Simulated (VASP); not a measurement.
Wanted: the native input for a VASP 6.6.1 run.

```yaml
Task: single point
Functional: PBE
Potentials_or_basis: VASP PAW PBE potentials, release 64 (Ta_pv, F)
Cutoff: 520 eV
k_mesh: 8 × 8 × 1
Occupations: gaussian, width 0.2 eV
Spin: no spin polarisation
Dipole_correction: no
Further_INCAR_settings: ALGO = Normal; EDIFF = 1e-06; NBANDS = 70
```

The structure of Ta2F lies in POSCAR:

```
Ta2F
1.0
   -2.8897147266     -0.0082291174      0.0025607096
   -1.1387741610     -2.6560451953     -0.0018116685
   -0.4933380588     -0.8685226075     26.8743471216
Ta F
8 4
Direct
    0.7382132391      0.7045885248      0.1313227386
    0.7382132391      0.2045885248      0.6313227386
    0.2617867609      0.7954114752      0.3686772614
    0.2617867609      0.2954114752      0.8686772614
    0.2483202893      0.2370956832      0.0439382788
    0.2483202893      0.7370956832      0.5439382788
    0.7516797107      0.2629043168      0.4560617212
    0.7516797107      0.7629043168      0.9560617212
    0.3913429950      0.3431993818      0.1846946928
    0.3913429950      0.8431993818      0.6846946928
    0.6086570050      0.1568006182      0.3153053072
    0.6086570050      0.6568006182      0.8153053072
```

These files were run (other wordings do the same):

INCAR

```
SYSTEM = Ta2F
  PREC = Accurate
  ENCUT = 520
  EDIFF = 1E-6
  ISMEAR = 0
  SIGMA = 0.2
  LREAL = .False.
  LASPH = .True.
  NELM = 100
  ALGO = Normal
  ISIF = 2
  LWAVE = .False.
  LCHARG = .False.
  GGA = PE
  NBANDS = 70
```

KPOINTS

```
Automatic mesh
0
Gamma
  8 8 1
  0 0 0
```

Potentials or basis: VASP PAW PBE potentials, release 64 (Ta_pv, F).

Command:

```bash
$ cat potpaw_PBE.64/Ta_pv/POTCAR potpaw_PBE.64/F/POTCAR > POTCAR
$ mpirun -np 1 vasp_std > vasp.out
```

Results of the run:

```
Pressure               : 0.2 GPa
Largest force          : 0.083 eV/Å
Band gap on the k mesh : zero (band 58 reaches 5.14 eV, above the bottom of band 59 at 3.46 eV)
```

Caveat: spin-orbit coupling is left out, which moves the levels of the heavy elements.

It took 19 min on 1 thread of AMD EPYC 7R43 64-Core Processor (Zen 3), on a shared host, peak memory 0.48 GiB.
